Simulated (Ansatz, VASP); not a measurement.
**CrCN in VASP and in Ansatz**

```
Cr C N
1.0
     3.22390    0.00000    0.00000
    -1.61195    2.79198    0.00000
     0.00000    0.00000    2.89809
Cr C N
1 1 1
Cartesian
  0.0000 1.8613 1.4490
  1.6120 0.9307 1.4490
  0.0000 0.0000 0.0000
```

Change from the starting cell: species swapped into the EuZnGe type (P-6m2, No. 187).

Alike in both runs: functional PBE; k mesh 6 × 6 × 6; occupations gaussian, width 0.1 eV; collinear spin.

Ansatz relaxed the structure, and its values are those at the end. VASP's run is a single point on that final structure, the one shown.

```csv
,VASP,Ansatz
version,VASP 6.6.1,Ansatz 0.2.0
potentials or method,"VASP PAW PBE potentials, release 64 (Cr_sv, C, N), cutoff 700 eV","scalar-relativistic, plane waves, PAW"
valence electrons in the cell,23,23
```

```csv
,VASP,Ansatz,Ansatz less VASP
gap on the k mesh at the Fermi level (eV),none,none,-
pressure (GPa),-0.5,0.1,+0.59
net moment per atom (μB),0.22,0.22,-0.001
size of the moment on the site where the two differ most (μB),0.56,0.49,-0.076
```

Site moments also hang on the region over which each program counts them. A gap of «none» marks a metal or a gap that the smearing closes. With one functional, cell and mesh, what is left measures potentials, basis and numerics.

The k mesh is coarse, so the values compare programs but aren't converged.
